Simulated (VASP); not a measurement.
# Fe (P6_3/mmc) in VASP: relaxation of cell and atoms with PBEsol

Aim: the relaxation of cell and atoms of Fe with PBEsol.

All numbers are computed with VASP 6.6.1; they aren't measurements. Logs are shortened: lines on timing, memory, paths and dates and some standing lists are left out, and cuts for length are marked.

**1. The cell of the first run**

It takes space group P6_3/mmc (No. 194, hexagonal). Conventional cell: a = 2.227 Å, b = 2.227 Å, c = 3.608 Å, α = 90.00°, β = 90.00°, γ = 120.00°. Within 2.9 Å of Fe (site symmetry -6m2) lie 12 Fe at 2.22 to 2.23 Å.

This isn't the form of Fe at room conditions, which is bcc.

**2. Relaxation of cell and atoms, PBEsol, collinear spin, ferromagnetic start, target pressure 160 GPa, at which the enthalpy is minimised**

INCAR reads:

```
  PREC = Accurate
  ENCUT = 600
  EDIFF = 1E-6
  ISMEAR = -1
  SIGMA = 0.08
  LREAL = F
  LASPH = T
  NELM = 150
  ALGO = Normal
  ISIF = 3
  LWAVE = F
  LCHARG = F
  ISPIN = 2
  MAGMOM = 2.5 2.5
  LORBIT = 11
  LMAXMIX = 4
  GGA = PS
  IBRION = 2
  NSW = 60
  EDIFFG = -0.005
  PSTRESS = 1600.0
```

KPOINTS reads:

```
Automatic mesh
0
Gamma
  20 20 11
```

POSCAR reads:

```
Fe
1.0
    2.2272433403      0.0000000000      0.0000000000
   -1.1136216702      1.9288493131      0.0000000000
    0.0000000000      0.0000000000      3.6081342113
Fe
2
Direct
    0.3333333333      0.6666666667      0.2500000000
    0.6666666667      0.3333333333      0.7500000000
```

Potentials or basis: VASP PAW PBE potentials, release 64 (Fe).

The run is started by

```
$ cat potpaw_PBE.64/Fe/POTCAR > POTCAR
$ mpirun -np 1 vasp_std > vasp.out
```

OUTCAR:

```text
PREC = Accurate
   ENCUT = 600
   EDIFF = 1E-6
   ISMEAR = -1
   LREAL = F
   LASPH = T
   NELM = 150
   ISIF = 3
   ISPIN = 2
   LORBIT = 11
   GGA = PS
   IBRION = 2
   NSW = 60
   EDIFFG = -0.005
   PSTRESS = 1600.0

 ion  position               nearest neighbor table
   1  0.333  0.667  0.250-   2 2.22   2 2.22   2 2.22   2 2.22   2 2.22   2 2.22
   2  0.667  0.333  0.750-   1 2.22   1 2.22   1 2.22   1 2.22   1 2.22   1 2.22

  LATTYP: Found a hexagonal cell.
 ALAT       =     2.2272433403
 C/A-ratio  =     1.6200000000

  Lattice vectors:

 A1 = (   2.2272433403,   0.0000000000,   0.0000000000)
 A2 = (  -1.1136216702,   1.9288493131,   0.0000000000)
 A3 = (   0.0000000000,   0.0000000000,   3.6081342113)

Analysis of symmetry for initial positions (statically):
=====================================================================
 Subroutine PRICEL returns:
 Original cell was already a primitive cell.

 Routine SETGRP: Setting up the symmetry group for a
 hexagonal supercell.

 Subroutine GETGRP returns: Found 24 space group operations
 (whereof 12 operations were pure point group operations)
 out of a pool of 24 trial point group operations.

The static configuration has the point symmetry D_3d.
 The point group associated with its full space group is D_6h.

Analysis of symmetry for dynamics (positions and initial velocities):
=====================================================================
 Subroutine PRICEL returns:
 Original cell was already a primitive cell.

 Routine SETGRP: Setting up the symmetry group for a
 hexagonal supercell.

 Subroutine GETGRP returns: Found 24 space group operations
 (whereof 12 operations were pure point group operations)
 out of a pool of 24 trial point group operations.

The dynamic configuration has the point symmetry D_3d.
 The point group associated with its full space group is D_6h.

Analysis of structural, dynamic, and magnetic symmetry:
=====================================================================
 Subroutine PRICEL returns:
 Original cell was already a primitive cell.

 Routine SETGRP: Setting up the symmetry group for a
 hexagonal supercell.

 Subroutine GETGRP returns: Found 24 space group operations
 (whereof 12 operations were pure point group operations)
 out of a pool of 24 trial point group operations.

The overall configuration has the point symmetry D_3d.
 The point group associated with its full space group is D_6h.

 Subroutine INISYM returns: Found 24 space group operations
 (whereof 12 operations are pure point group operations),
 and found     1 'primitive' translations

----------------------------------------------------------------------------------------

                                     Primitive cell

  volume of cell :      15.5006

  direct lattice vectors                    reciprocal lattice vectors
     2.227243340  0.000000000  0.000000000     0.448985516  0.259221908  0.000000000
    -1.113621670  1.928849313  0.000000000     0.000000000  0.518443817  0.000000000
     0.000000000  0.000000000  3.608134211     0.000000000  0.000000000  0.277151553

  length of vectors
     2.227243340  2.227243340  3.608134211     0.518443817  0.518443817  0.277151553

  position of ions in fractional coordinates (direct lattice)
     0.333333333  0.666666667  0.250000000
     0.666666667  0.333333333  0.750000000

  ion indices of the primitive-cell ions
   primitive index   ion index
                 1           1
                 2           2

----------------------------------------------------------------------------------------

 KPOINTS: Automatic mesh

Automatic generation of k-mesh.
 Grid dimensions read from file:
 generate k-points for:   20   20   11

 Generating k-lattice:

  Cartesian coordinates                     Fractional coordinates (reciprocal lattice)
     0.022449276  0.012961095  0.000000000     0.050000000  0.000000000  0.000000000
     0.000000000  0.025922191  0.000000000     0.000000000  0.050000000  0.000000000
     0.000000000  0.000000000  0.025195596     0.000000000  0.000000000  0.090909091

  Length of vectors
[... 38 lines left out ...]
   number of dos      NEDOS =    301   number of ions     NIONS =      2
   total plane-waves  NPLWV =   9720
   dimension x,y,z NGX =    18 NGY =   18 NGZ =   30
   dimension x,y,z NGXF=    36 NGYF=   36 NGZF=   60
   ions per type =               2
   NGX,Y,Z   is equivalent  to a cutoff of  13.44, 13.44, 13.82 a.u.
   NGXF,Y,Z  is equivalent  to a cutoff of  26.87, 26.87, 27.65 a.u.
 SYSTEM =  unknown system
   PREC   = accura    normal or accurate (medium, high low for compatibility)
   ISTART =      0    job   : 0-new  1-cont  2-samecut
   ICHARG =      2    charge: 1-file 2-atom 10-const
   ISPIN  =      2    spin polarized calculation?
   LNONCOLLINEAR =      F non collinear calculations
   LSORBIT =      F    spin-orbit coupling
   LASPH  =      T    aspherical Exc in radial PAW
   ENCUT  =  600.0 eV  44.10 Ry    6.64 a.u.   4.45  4.45  7.21*2*pi/ulx,y,z
   NELM   =    150;   NELMIN=  2; NELMDL= -5     # of ELM steps
   EDIFF  = 0.1E-05   stopping-criterion for ELM
   LREAL  =      F    real-space projection
   EDIFFG = -.5E-02   stopping-criterion for IOM
   NSW    =     60    number of steps for IOM
   IBRION =      2    ionic relax: 0-MD 1-quasi-New 2-CG
   NFREE  =      1    steps in history (QN), initial steepest desc. (CG)
   ISIF   =      3    stress and relaxation
   ISYM   =      2    0-nonsym 1-usesym 2-fastsym
   POTIM  = 0.5000    time-step for ionic-motion
   TEBEG  =    0.0;   TEEND  =   0.0 temperature during run
   PSTRESS= 1600.0 pullay stress
   NELECT =      16.0000    total number of electrons
   NUPDOWN=      -1.0000    fix difference up-down
   EMIN   =  10.00;   EMAX   =-10.00  energy-range for DOS
   EFERMI =   0.00;   METHOD = LEGACY
   ISMEAR =    -1;   SIGMA  =   0.08  broadening in eV -4-tet -1-fermi 0-gaus
   EFERMI_NEDOS =   21; number of points for ismear=-14 and -15
   IALGO  =     38    algorithm
   IMIX   =      4    mixing-type and parameters
     AMIX     =   0.40;   BMIX     =  1.00
     AMIX_MAG =   1.60;   BMIX_MAG =  1.00
  volume/ion in A,a.u.               =       7.75        52.30
  Fermi-wavevector in a.u.,A,eV,Ry     =   1.654494  3.126541 37.243926  2.737351
  Thomas-Fermi vector in A             =   2.742752
   LORBIT       =     11    0 simple, 1 ext, 2 COOP (PROOUT), +10 PAW based schemes
   GGA     = PS    functional components
   LHFCALC =     F    Hartree Fock is set to
   AEXX    =    0.0000 exact exchange contribution
   IVDW    =     0    specifies the selected vdW correction
   LEPSILON=     F    determine dielectric tensor
   LRPA    =     F    only Hartree local field effects (RPA)
 conjugate gradient relaxation of ions
 spin polarized calculation
  energy-cutoff  :      600.00
  volume of cell :       15.50
 maximum number of plane-waves:       543
 NGX is ok and might be reduce to    18
   NGX =  9   NGY =  9   NGZ = 15

--------------------------------------- Ionic step        1  -------------------------------------------

 number of electron      15.9999992 magnetization      -0.0041901

 number of electron      15.9999992 magnetization       0.0001969

 Free energy of the ion-electron system (eV)
  ---------------------------------------------------
  ext. energy  EPLUGINS =         0.00000000
  ---------------------------------------------------
  free energy    TOTEN  =       -16.54171966 eV

  energy without entropy =      -16.50421871  energy(sigma->0) =      -16.52296919

------------------------ aborting loop because EDIFF is reached ----------------------------------------

  FORCE on cell =-STRESS in cart. coord.  units (eV):
  Direction    XX          YY          ZZ          XY          YZ          ZX
  --------------------------------------------------------------------------------------
  -------------------------------------------------------------------------------------
  Total       13.2083094     13.2083094     11.3196953     -0.0000000      0.0000000      0.0000000
  in kB     1365.2404933   1365.2404932   1170.0291072     -0.0000000      0.0000000      0.0000000
  external PRESSURE =    -299.8299688 kB  Pullay stress =    1600.0000000 kB
[... 101 lines left out ...]
  energy  without entropy=      -16.0797820884  energy(sigma->0) =      -16.09750963

  enthalpy is  TOTEN    =        -1.1182937867 eV   P V=       14.9969433910

[... ionic steps 4 to 12 ...]

--------------------------------------- Ionic step       13  -------------------------------------------

 number of electron      16.0000000 magnetization       0.0000011

 number of electron      16.0000000 magnetization      -0.0000014
[... 73 lines left out ...]
--------------------------------------- Ionic step       15  -------------------------------------------

 number of electron      16.0000000 magnetization       0.0000001

 Free energy of the ion-electron system (eV)
  ---------------------------------------------------
  ext. energy  EPLUGINS =         0.00000000
  ---------------------------------------------------
  free energy    TOTEN  =       -16.09608034 eV

  energy without entropy =      -16.06144892  energy(sigma->0) =      -16.07876463

 E-fermi :  10.8530     XC(G=0): -15.8380

 val. band max:       10.8486213527   @ k =   0.3000   0.2000   0.2727
 cond. band min:      10.8564721162   @ k =   0.0500   0.0500   0.3636
 fundamental gap:      0.0078507635
 Fermi energy:        10.8529524575

 spin component 1

 k-point     1 :       0.0000    0.0000    0.0000
  band No.  band energies     occupation
      1       0.0990      1.00000
      2       3.6634      1.00000
      3       8.2034      1.00000
      4       8.2034      1.00000
      5       8.3795      1.00000
      6       8.9528      1.00000
      7       8.9528      1.00000
      8       9.5486      1.00000
      9       9.5486      1.00000
     10      11.6286      0.00006
     11      11.9458      0.00000
     12      11.9458      0.00000
     13      23.2382      0.00000
     14      35.2088      0.00000
[... 403 lines left out ...]
      4       6.4699      1.00000
      5       7.9932      1.00000
      6       8.5173      1.00000
      7       9.0495      1.00000
      8      10.3979      0.99662
      9      10.9889      0.15452
     10      11.8265      0.00001
     11      12.3569      0.00000
     12      20.8517      0.00000
     13      23.0146      0.00000
     14      27.0526      0.00000
     15      30.7680      0.00000

 [... further k-points ...]

 spin component 2

 k-point     1 :       0.0000    0.0000    0.0000
  band No.  band energies     occupation
      1       0.0990      1.00000
      2       3.6634      1.00000
      3       8.2034      1.00000
      4       8.2034      1.00000
      5       8.3795      1.00000
      6       8.9528      1.00000
      7       8.9528      1.00000
      8       9.5486      1.00000
      9       9.5486      1.00000
     10      11.6286      0.00006
     11      11.9458      0.00000
     12      11.9458      0.00000
     13      23.2382      0.00000
     14      35.2088      0.00000
[... 448 lines left out ...]
  energy  without entropy=      -16.0614489150  energy(sigma->0) =      -16.07876463

  enthalpy is  TOTEN    =        -1.1236287534 eV   P V=       14.9724515842

 reached required accuracy - stopping structural energy minimisation

 total charge

# of ion       s       p       d       tot
------------------------------------------
    1        0.726   1.025   6.804   8.554
    2        0.726   1.025   6.804   8.554
--------------------------------------------------
tot          1.451   2.050  13.608  17.109

 magnetization (x)

# of ion       s       p       d       tot
------------------------------------------
    1       -0.000  -0.000  -0.000  -0.000
    2       -0.000  -0.000  -0.000  -0.000
--------------------------------------------------
tot         -0.000  -0.000  -0.000  -0.000
```

Run time: 7.8 min. Hardware: 1 thread of Intel Xeon Platinum 8488C (Sapphire Rapids), shared host; peak memory 0.24 GiB.

What came out:

| Property | Result |
| --- | --- |
| Free energy | -16.0961 eV |
| Relaxed volume | 7.50 Å³/atom |
| Relaxed cell | a = 2.217 Å, b = 2.217 Å, c = 3.522 Å, α = 90.00°, β = 90.00°, γ = 120.00° |
| Space group after relaxing (to 0.1 Å) | P6_3/mmc (No. 194) |
| Energy change on relaxing (the run minimises the enthalpy) | +222.8 meV/atom |
| Ionic steps | 15 |
| Pressure after relaxing | 160.0 GPa |
| Band gap on the k mesh | zero (filled and empty bands overlap) |
| Net moment | 0.00 μB per cell |

The path:
| step | energy change (eV) | largest force (eV/Å) | pressure (GPa) | volume (Å³) |
| --- | --- | --- | --- | --- |
| 1 | 0.0000 | 0.0000 | 130.02 | 15.50 |
| 2 | 4.7129 | 0.0000 | 408.04 | 12.46 |
| 3 | 0.4265 | 0.0000 | 158.35 | 15.02 |
| 4 | 0.4708 | 0.0000 | 161.25 | 14.97 |
| 5 | 0.4813 | 0.0000 | 161.90 | 14.96 |
| 6 | 0.4280 | 0.0000 | 158.72 | 15.02 |
| 7 | 0.4503 | 0.0000 | 160.15 | 14.99 |
| 8 | 0.4498 | 0.0000 | 160.24 | 14.99 |
| 9 | 0.4314 | 0.0000 | 159.05 | 15.01 |
| 10 | 0.4457 | 0.0000 | 159.99 | 14.99 |
| 11 | 0.4455 | 0.0000 | 159.93 | 14.99 |
| 12 | 0.4457 | 0.0000 | 159.98 | 14.99 |
| 13 | 0.4456 | 0.0000 | 159.96 | 14.99 |
| 14 | 0.4456 | 0.0000 | 159.96 | 14.99 |
| 15 | 0.4456 | 0.0000 | 159.97 | 14.99 |

Final structure:
```
Fe
1.0
     2.21697    0.00000    0.00000
    -1.10849    1.91996    0.00000
     0.00000    0.00000    3.52234
Fe
2
Cartesian
  0.0000 1.2800 0.8806
  1.1085 0.6400 2.6418
```

Levels at points of the mesh, in eV from the Fermi level:
Spin up:
| k point | band 5 | band 6 | band 7 | band 8 | band 9 | band 10 | band 11 | band 12 |
| --- | --- | --- | --- | --- | --- | --- | --- | --- |
| (0.00, 0.00, 0.00) | -2.47 | -1.90 | -1.90 | -1.30 | -1.30 | 0.78 | 1.09 | 1.09 |
| (0.50, 0.00, 0.00) | -2.66 | -2.33 | -1.65 | 1.32 | 1.67 | 1.70 | 4.01 | 7.02 |
Spin down:
```csv
k point,band 4,band 5,band 6,band 7,band 8,band 9,band 10,band 11,band 12,band 13
"(0.00, 0.00, 0.00)",-2.65,-2.47,-1.90,-1.90,-1.30,-1.30,0.78,1.09,1.09,12.39
"(0.50, 0.00, 0.00)",-3.07,-2.66,-2.33,-1.65,1.32,1.67,1.70,4.01,7.02,14.59
```

Caveat: the cell is relaxed towards a set pressure, so the run minimises the enthalpy, not the energy; the moments typed at the start vanished in this run; the PAW data sets were made with another functional, which shifts forces and pressure a little.
